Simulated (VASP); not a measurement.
Wanted: the native input for a VASP 6.6.1 run.

```
Task                   : single point
Functional             : PBE
Potentials or basis    : VASP PAW PBE potentials, release 64 (B)
Cutoff                 : 520 eV
k mesh                 : 21 × 21 × 21
Occupations            : fermi-dirac, width 0.1 eV
Spin                   : no spin polarisation
Dipole correction      : no
Further INCAR settings : ALGO = Normal; EDIFF = 1e-06; NBANDS = 8
```

The structure of B lies in POSCAR:

```
B
1.0
   -1.1223368911      1.1223368911      1.1223368911
    1.1223368911     -1.1223368911      1.1223368911
    1.1223368911      1.1223368911     -1.1223368911
B
1
Direct
    0.0000000000      0.0000000000      0.0000000000
```

This cell differs from its parent crystal: volume scaled by 0.92.

The input as run:

INCAR

```
PREC = Accurate
ENCUT = 520
EDIFF = 1E-6
ISMEAR = -1
SIGMA = 0.1
LREAL = False
LASPH = True
NELM = 100
ALGO = Normal
ISIF = 2
LWAVE = False
LCHARG = False
GGA = PE
NBANDS = 8
```

KPOINTS

```
Automatic mesh
0
Gamma
  21 21 21
```

Potentials or basis: VASP PAW PBE potentials, release 64 (B).

Run with:

```console
$ cat potpaw_PBE.64/B/POTCAR > POTCAR
$ mpirun -np 1 vasp_std > vasp.out
```

It gave:

The pressure is 22.4 GPa.

It took 6.6 s on 1 thread of Intel(R) Xeon(R) Platinum 8259CL CPU @ 2.50GHz (Skylake/Cascade Lake), with other jobs on the host, peak memory 0.11 GiB.
